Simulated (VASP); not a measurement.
A run of VASP 6.6.1:

Contents of INCAR:

```
SYSTEM = TaN
ALGO = Normal
EDIFF = 1E-6
ENCUT = 520
GGA = PS
ISIF = 2
ISMEAR = -1
LASPH = .TRUE.
LCHARG = .TRUE.
LELF = .TRUE.
LREAL = .FALSE.
LVHAR = .TRUE.
LWAVE = .FALSE.
NBANDS = 15
NELM = 80
PREC = Accurate
SIGMA = 0.05
```

File KPOINTS:

```
k-points
0
G
  10 10 10
  0 0 0
```

POSCAR

```
TaN
1.0
    0.0000000000      2.2113230000      2.2113230000
    2.2113230000      0.0000000000      2.2113230000
    2.2113230000      2.2113230000      0.0000000000
Ta N
1 1
Direct
    0.5135260000      0.4842130000      0.5289790000
   -0.0129020000     -0.0147020000      0.0156950000
```

Potentials or basis: VASP PAW PBE potentials, release 64 (Ta_pv, N).

Run with:

```bash
$ cat potpaw_PBE.64/Ta_pv/POTCAR potpaw_PBE.64/N/POTCAR > POTCAR
$ mpirun -np 1 vasp_std > vasp.out
```

Hardware: 1 thread of Intel(R) Xeon(R) 6975P-C (Granite Rapids), with other jobs on the host.

Task: Estimate the wall time of this run.

Result: Wall time 41 s on 1 thread of Intel(R) Xeon(R) 6975P-C (Granite Rapids) (shared host), peak memory 0.27 GiB. Counts: scf iterations 12, k points 504.
